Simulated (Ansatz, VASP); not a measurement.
**C: VASP beside Ansatz**

The input INCAR:

```
SYSTEM = C
  ALGO = Normal
  EDIFF = 1E-6
  ENCUT = 910
  GGA_COMPAT = .False.
  ISIF = 2
  ISMEAR = -1
  LASPH = .True.
  LCHARG = .True.
  LELF = .True.
  LREAL = .False.
  LVHAR = .True.
  LWAVE = .False.
  NBANDS = 21
  NELM = 120
  PREC = Accurate
  SIGMA = 0.02
```

Contents of KPOINTS:

```
k-points
0
Gamma
  14 14 5
  0 0 0
```

Contents of POSCAR:

```
C
1.0
    0.0000000000      1.7658614237     -1.7658614237
   -1.7658614237      0.0000000000      1.7658614237
    3.5317228474      3.5317228474      3.5317228474
C
6
Direct
    0.3333333330      0.6666666670      0.2083333330
    0.6666666670      0.3333333330      0.5416666670
    0.0000000000      0.0000000000      0.8750000000
    0.0000000000      0.0000000000      0.1250000000
    0.3333333330      0.6666666670      0.4583333330
    0.6666666670      0.3333333330      0.7916666670
```

Input for Ansatz:

```yaml
crystal:
  lattice:
    - [0.0, 1.7658614237, -1.7658614237]
    - [-1.7658614237, 0.0, 1.7658614237]
    - [3.5317228474, 3.5317228474, 3.5317228474]
  atoms:
    - { symbol: C, position: [0.333333333, 0.666666667, 0.208333333] }
    - { symbol: C, position: [0.666666667, 0.333333333, 0.541666667] }
    - { symbol: C, position: [0.0, 0.0, 0.875] }
    - { symbol: C, position: [0.0, 0.0, 0.125] }
    - { symbol: C, position: [0.333333333, 0.666666667, 0.458333333] }
    - { symbol: C, position: [0.666666667, 0.333333333, 0.791666667] }
kpoints:
  mp_grid: { grid: [14, 14, 5] }
scf:
  occupations: { method: fermi_dirac, width: 0.02 }
hamiltonian:
  xc: lda
  pseudopotentials: { kind: paw }
output:
  forces: true
  stress: true
  eigenvalues: true
```

Alike in both runs: task single point; functional LDA; k mesh 14 × 14 × 5; occupations fermi-dirac, width 0.02 eV; no spin polarisation.

|  | VASP | Ansatz |
| --- | --- | --- |
| version | VASP 6.6.1 | Ansatz 0.2.0 |
| potentials or method | VASP PAW LDA potentials, release 64 (C_h) | PAW with Ansatz's default frozen-core files, scalar-relativistic |
| plane-wave cutoff (eV) | 910 | 420 |
| valence electrons in the cell | 24 | 24 |

|  | VASP | Ansatz | Ansatz less VASP |
| --- | --- | --- | --- |
| gap on the k mesh at the Fermi level (eV) | 4.24 | 4.24 | 0.000 |

LDA's correlation is that of Perdew and Zunger in VASP and of Perdew and Wang (1992) in Ansatz.

Noted on VASP's run: the cutoff is short for stress, so the pressure is rough.
